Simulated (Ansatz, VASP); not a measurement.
## TiB: VASP beside Ansatz

INCAR

```
SYSTEM = TiB
ALGO     = Normal         ! electronic algorithm
EDIFF    = 1E-6           ! SCF threshold, eV
ENCUT    = 500            ! plane-wave cutoff, eV
GGA      = PS             ! functional
GGA_COMPAT= .False.      
ISIF     = 2              ! what is computed and relaxed
ISMEAR   = 0              ! smearing method
LASPH    = .True.         ! aspherical terms in the spheres
LCHARG   = .False.        ! write CHGCAR
LREAL    = .False.        ! projectors in reciprocal space
LWAVE    = .False.        ! write WAVECAR
NBANDS   = 14             ! bands
NELM     = 120            ! most SCF steps
PREC     = Accurate       ! precision mode
SIGMA    = 0.1            ! smearing width, eV
```

File KPOINTS:

```
k-points
0
Gamma
  8 8 6
  0 0 0
```

File POSCAR:

```
TiB
1.0
    2.5417961739      0.0000000000      0.0000000000
    0.0000000000      2.5417961739      0.0000000000
    0.0000000000      0.0000000000      3.6755221279
Ti B
1 1
Direct
    0.5000000000      0.5000000000      0.5000000000
    0.0000000000      0.0000000000      0.0000000000
```

Input for Ansatz:

```yaml
crystal:
  lattice:
    - [2.5417961739, 0.0, 0.0]
    - [0.0, 2.5417961739, 0.0]
    - [0.0, 0.0, 3.6755221279]
  atoms:
    - { symbol: Ti, position: [0.5, 0.5, 0.5] }
    - { symbol: B, position: [0.0, 0.0, 0.0] }
basis:
  ecutwfc: 420
kpoints:
  mp_grid: { grid: [8, 8, 6] }
hamiltonian:
  xc: pbesol
scf:
  occupations: { method: gaussian, width: 0.1 }
output:
  forces: true
  stress: true
  eigenvalues: true
```

Alike in both runs: task single point; functional PBEsol; k mesh 8 × 8 × 6; occupations gaussian, width 0.1 eV; no spin polarisation.

|  | VASP | Ansatz |
| --- | --- | --- |
| version | VASP 6.6.1 | Ansatz 0.2.0 |
| potentials or method | VASP PAW PBE potentials, release 64 (Ti_sv, B), cutoff 500 eV | scalar-relativistic, plane waves, PAW |
| valence electrons in the cell | 15 | 15 |

|  | VASP | Ansatz | Ansatz less VASP |
| --- | --- | --- | --- |
| gap on the k mesh at the Fermi level (eV) | none | none | - |
| pressure (GPa) | -21.2 | -21.2 | -0.01 |
| traceless stress, the component that is largest in VASP (GPa) | -19.47 | -19.56 | -0.098 |

VASP's potentials were made for PBE, not for PBEsol. A gap of «none» marks a metal or a gap that the smearing closes.
